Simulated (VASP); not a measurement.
# CdS (P6_3mc) in VASP: notebook, part 3 of 3

VASP 6.6.1. Earlier steps stand in the parts before.

### Step 5. Vibrations by perturbation theory, PBEsol

This run uses another cell than the first one, of 24.70 Å³/atom.

Input file INCAR:

```
SYSTEM = CdS
PREC = Accurate
ENCUT = 520
EDIFF = 1E-8
ISMEAR = 0
SIGMA = 0.01
LREAL = .FALSE.
LASPH = .TRUE.
NELM = 60
ALGO = Normal
ISIF = 2
LWAVE = .FALSE.
LCHARG = .FALSE.
GGA = PS
NBANDS = 26
IBRION = 8
NSW = 1
LEPSILON = .TRUE.
```

Input file KPOINTS:

```
Automatic mesh
0
G
  6 6 4
  0 0 0
```

Input file POSCAR:

```
CdS
1.0
    4.1238573942      0.0000000000      0.0000000000
   -2.0619286971      3.5713652650      0.0000000000
    0.0000000000      0.0000000000      6.7096858322
Cd S
2 2
Direct
    0.3333333333      0.6666666667     -0.0007770980
    0.6666666667      0.3333333333      0.4992229020
    0.3333333333      0.6666666667      0.3757770980
    0.6666666667      0.3333333333      0.8757770980
```

Potentials or basis: VASP PAW PBE potentials, release 64 (Cd, S).

Launch:

```bash
$ cat potpaw_PBE.64/Cd/POTCAR potpaw_PBE.64/S/POTCAR > POTCAR
$ mpirun -np 1 vasp_std > vasp.out
```

OUTCAR:

```text
SYSTEM = CdS
   PREC = Accurate
   ENCUT = 520
   EDIFF = 1E-8
   ISMEAR = 0
   LREAL = .FALSE.
   LASPH = .TRUE.
   NELM = 60
   ISIF = 2
   GGA = PS
   IBRION = 8
   NSW = 1
   LEPSILON = .TRUE.

 ion  position               nearest neighbor table
   1  0.333  0.667  0.999-   4 2.52   4 2.52   4 2.52   3 2.53
   2  0.667  0.333  0.499-   3 2.52   3 2.52   3 2.52   4 2.53
   3  0.333  0.667  0.376-   2 2.52   2 2.52   2 2.52   1 2.53
   4  0.667  0.333  0.876-   1 2.52   1 2.52   1 2.52   2 2.53

  LATTYP: Found a hexagonal cell.
 ALAT       =     4.1238573942
 C/A-ratio  =     1.6270411876

  Lattice vectors:

 A1 = (   4.1238573942,   0.0000000000,   0.0000000000)
 A2 = (  -2.0619286971,   3.5713652650,   0.0000000000)
 A3 = (   0.0000000000,   0.0000000000,   6.7096858322)

Analysis of symmetry for initial positions (statically):
=====================================================================
 Subroutine PRICEL returns:
 Original cell was already a primitive cell.

 Routine SETGRP: Setting up the symmetry group for a
 hexagonal supercell.

 Subroutine GETGRP returns: Found 12 space group operations
 (whereof  6 operations were pure point group operations)
 out of a pool of 24 trial point group operations.

The static configuration has the point symmetry C_3v.
 The point group associated with its full space group is C_6v.

Analysis of symmetry for dynamics (positions and initial velocities):
=====================================================================
 Subroutine PRICEL returns:
 Original cell was already a primitive cell.

 Routine SETGRP: Setting up the symmetry group for a
 hexagonal supercell.

 Subroutine GETGRP returns: Found 12 space group operations
 (whereof  6 operations were pure point group operations)
 out of a pool of 24 trial point group operations.

The dynamic configuration has the point symmetry C_3v.
 The point group associated with its full space group is C_6v.

 Subroutine INISYM returns: Found 12 space group operations
 (whereof  6 operations are pure point group operations),
 and found     1 'primitive' translations

----------------------------------------------------------------------------------------

                                     Primitive cell

  volume of cell :      98.8189

[... 838 lines left out ...]
     0.00000 -0.00000 -7.73888

 MACROSCOPIC STATIC DIELECTRIC TENSOR (including local field effects in DFT)
 ------------------------------------------------------
           7.193042    -0.000000     0.000000
           0.000000     7.193042     0.000000
           0.000000     0.000000     7.040507
 ------------------------------------------------------

 PIEZOELECTRIC TENSOR (including local field effects)  for field in x, y, z        (e  Angst)
          XX          YY          ZZ          XY          YZ          ZX
  --------------------------------------------------------------------------------
  x     0.00000    -0.00000     0.00000     0.00000     0.00000     2.18559
  y    -0.00000     0.00000     0.00000     0.00000     2.18559     0.00000
  z     2.09733     2.09733    -4.31353     0.00000     0.00000    -0.00000

 PIEZOELECTRIC TENSOR (including local field effects)  for field in x, y, z        (C/m^2)
          XX          YY          ZZ          XY          YZ          ZX
  --------------------------------------------------------------------------------
  x     0.00000    -0.00000     0.00000     0.00000     0.00000     0.35436
  y    -0.00000     0.00000     0.00000     0.00000     0.35436     0.00000
  z     0.34005     0.34005    -0.69936     0.00000     0.00000    -0.00000

 BORN EFFECTIVE CHARGES (including local field effects) (in |e|, cummulative output)
 ---------------------------------------------------------------------------------
 ion    1
    1     2.18258     0.00000     0.00000
    2    -0.00000     2.18258     0.00000
    3     0.00000    -0.00000     2.24358
 ion    2
    1     2.18258     0.00000     0.00000
    2     0.00000     2.18258     0.00000
    3     0.00000     0.00000     2.24358
 ion    3
    1    -2.18258     0.00000     0.00000
    2     0.00000    -2.18258    -0.00000
    3    -0.00000     0.00000    -2.24358
 ion    4
    1    -2.18258     0.00000     0.00000
    2     0.00000    -2.18258    -0.00000
    3    -0.00000     0.00000    -2.24358

 INTERNAL STRAIN TENSOR FOR ION    4 for displacements in x,y,z  (eV/Angst):
          X           Y           Z          XY          YZ          ZX
  --------------------------------------------------------------------------------
  x     0.00000    -0.00000     0.00000     6.81340    -0.00000     4.17824
  y     6.81340    -6.81340     0.00000     0.00000     3.78046     0.00000
  z     3.98853     3.98853    -7.73888     0.00000     0.00000     0.00000

 SECOND DERIVATIVES (NOT SYMMETRIZED)
 ------------------------------------
               1X          1Y          1Z          2X          2Y          2Z          3X          3Y          3Z          4X          4Y          4Z
  1X    -5.164304   -0.000000    0.000000   -0.102672    0.000000    0.000000    0.049045    0.000000   -0.000000    5.217931   -0.000000    0.000000
  1Y     0.000000   -5.164304    0.000000    0.000000   -0.102672    0.000000    0.000000    0.049045    0.000000    0.000000    5.217931    0.000000
  1Z     0.000000    0.000000   -6.592842    0.000000    0.000000    1.661991    0.000000   -0.000000    3.799960    0.000000    0.000000    1.130891
  2X    -0.102672    0.000000    0.000000   -5.164304   -0.000000    0.000000    5.217931   -0.000000    0.000000    0.049045    0.000000    0.000000
  2Y     0.000000   -0.102672   -0.000000    0.000000   -5.164304   -0.000000    0.000000    5.217931   -0.000000   -0.000000    0.049045   -0.000000
  2Z    -0.000000    0.000000    1.661991   -0.000000    0.000000   -6.592842    0.000000    0.000000    1.130891   -0.000000    0.000000    3.799960
  3X     0.056621   -0.000000   -0.000000    5.224694    0.000000    0.000000   -5.783401    0.000000    0.000000    0.502086   -0.000000    0.000000
  3Y     0.000000    0.056621    0.000000   -0.000000    5.224694    0.000000    0.000000   -5.783401    0.000000    0.000000    0.502086    0.000000
  3Z     0.000000   -0.000000    3.802742   -0.000000    0.000000    1.145587    0.000000    0.000000   -7.587681   -0.000000    0.000000    2.639353
  4X     5.224694    0.000000    0.000000    0.056621   -0.000000    0.000000    0.502086   -0.000000    0.000000   -5.783401    0.000000    0.000000
  4Y    -0.000000    5.224694    0.000000    0.000000    0.056621    0.000000    0.000000    0.502086   -0.000000    0.000000   -5.783401    0.000000
  4Z    -0.000000    0.000000    1.145587    0.000000    0.000000    3.802742    0.000000    0.000000    2.639353    0.000000   -0.000000   -7.587681

 Eigenvectors and eigenvalues of the dynamical matrix
 ----------------------------------------------------

   1 f  =    8.935708 THz    56.144709 2PiTHz  298.063135 cm-1    36.955102 meV
             X         Y         Z           dx          dy          dz
     -0.000000  2.380910  6.704472     0.000000   -0.000000    0.121984
      2.061929  1.190455  3.349629    -0.000000    0.000000   -0.121984
     -0.000000  2.380910  2.521346     0.000000   -0.000000   -0.696506
      2.061929  1.190455  5.876189    -0.000000    0.000000    0.696506
[... 71 lines left out ...]
  12 f/i=    0.005111 THz     0.032116 2PiTHz    0.170498 cm-1     0.021139 meV
             X         Y         Z           dx          dy          dz
     -0.000000  2.380910  6.704472     0.000000    0.000000    0.623965
      2.061929  1.190455  3.349629     0.000000    0.000000    0.623965
     -0.000000  2.380910  2.521346     0.000000    0.000000    0.332667
      2.061929  1.190455  5.876189     0.000000    0.000000    0.332667

--------------------------------------------------------------------------------------------------------

 MACROSCOPIC STATIC DIELECTRIC TENSOR IONIC CONTRIBUTION
 ------------------------------------------------------
           3.307831     0.000000    -0.000000
           0.000000     3.307831    -0.000000
          -0.000000    -0.000000     3.732043
 ------------------------------------------------------

 ELASTIC MODULI CONTR FROM IONIC RELAXATION (kBar)
 Direction    XX          YY          ZZ          XY          YZ          ZX
 --------------------------------------------------------------------------------
 XX        -343.8274    135.1550    201.7971     -0.0000      0.0000     -0.0000
 YY         135.1550   -343.8274    201.7971      0.0000      0.0000      0.0000
 ZZ         201.7971    201.7971   -390.2967     -0.0000     -0.0000     -0.0000
 XY          -0.0000      0.0000     -0.0000   -239.4912     -0.0000      0.0000
 YZ           0.0000     -0.0000     -0.0000     -0.0000    -95.5633     -0.0000
 ZX          -0.0000      0.0000     -0.0000      0.0000     -0.0000   -101.2971
 --------------------------------------------------------------------------------

 PIEZOELECTRIC TENSOR IONIC CONTR  for field in x, y, z        (C/m^2)
          XX          YY          ZZ          XY          YZ          ZX
  --------------------------------------------------------------------------------
  x    -0.00000     0.00000    -0.00000     0.00000    -0.00000    -0.54468
  y     0.00000    -0.00000    -0.00000    -0.00000    -0.52904    -0.00000
  z    -0.58717    -0.58717     1.13565     0.00000     0.00000     0.00000
```

OSZICAR:

```text
N       E                     dE             d eps       ncg     rms          rms(c)
DAV:   1     0.244854993150E+03    0.24485E+03   -0.17662E+04  1092   0.128E+03
DAV:   2    -0.928308994974E+00   -0.24578E+03   -0.23757E+03  1172   0.318E+02
DAV:   3    -0.144919665043E+02   -0.13564E+02   -0.13481E+02  1312   0.749E+01
[... 196 lines left out ...]
RMM:   7    -0.121405973860E+00   -0.34071E-05   -0.23070E-07  2040   0.123E-03    0.663E-04
RMM:   8    -0.121406020324E+00   -0.46464E-07   -0.15190E-07  2101   0.296E-04    0.157E-04
RMM:   9    -0.121406181541E+00   -0.16122E-06    0.31843E-08  2031   0.147E-04    0.408E-05
RMM:  10    -0.121405952557E+00    0.22898E-06    0.53813E-09  2131   0.450E-05    0.128E-05
RMM:  11    -0.121406001806E+00   -0.49250E-07   -0.30918E-08  2084   0.189E-05    0.634E-06
RMM:  12    -0.121406007137E+00   -0.53311E-08    0.18780E-08  2017   0.925E-06    0.149E-06
 Linear response finished
```

stdout:

```text
POSCAR found type information on POSCAR CdS
 POSCAR found :  2 types and       4 ions
 scaLAPACK will be used
 -----------------------------------------------------------------------------
|                                                                             |
|                                                                             |
[... 47 lines left out ...]
 first order change of Fermi-energy  -0.36453E-04
 force on displaced ion       3 direction 1 :  -5.783  -0.000   0.000
 Born effective charge ion    3 direction 1 :  -2.220  -0.000  -0.000
 Linear response progress:
 first order change of Fermi-energy  -0.45809E+00
 force on displaced ion       3 direction 3 :   0.000   0.000  -7.588
 Born effective charge ion    3 direction 3 :   0.000   0.000  -2.257
 Born effective charges drift removed
 Linear response finished
```

Wall time 8.3 min (1 thread of Intel Xeon 6975P-C (Granite Rapids), shared host); peak memory 0.56 GiB.

What came out:

| Item | Value |
| --- | --- |
| Electronic dielectric tensor (diagonal) | 7.19, 7.19, 7.04 |
| Born charges (mean of the diagonal) | Cd +2.20; S -2.20 e |
| Highest phonon frequency at Γ, LO-TO splitting left out | 298 cm⁻¹ |

Phonon frequencies in cm⁻¹ (negative: imaginary):
```
              q point                              frequencies
(0.000, 0.000, 0.000)  0 0 0 40 40 134 232 240 240 253 253 298
```

Electronic dielectric tensor:
```
7.19 0.00 0.00
0.00 7.19 0.00
0.00 0.00 7.04
```

Born effective charge tensors (e):
atom 1, Cd
```
2.18 0.00 0.00
0.00 2.18 0.00
0.00 0.00 2.24
```
atom 2, Cd
```
2.18 0.00 0.00
0.00 2.18 0.00
0.00 0.00 2.24
```
atom 3, S
```
-2.18  0.00  0.00
 0.00 -2.18  0.00
 0.00  0.00 -2.24
```
atom 4, S
```
-2.18  0.00  0.00
 0.00 -2.18  0.00
 0.00  0.00 -2.24
```

Caveat: the PAW data sets were made with another functional, which shifts forces and pressure a little.
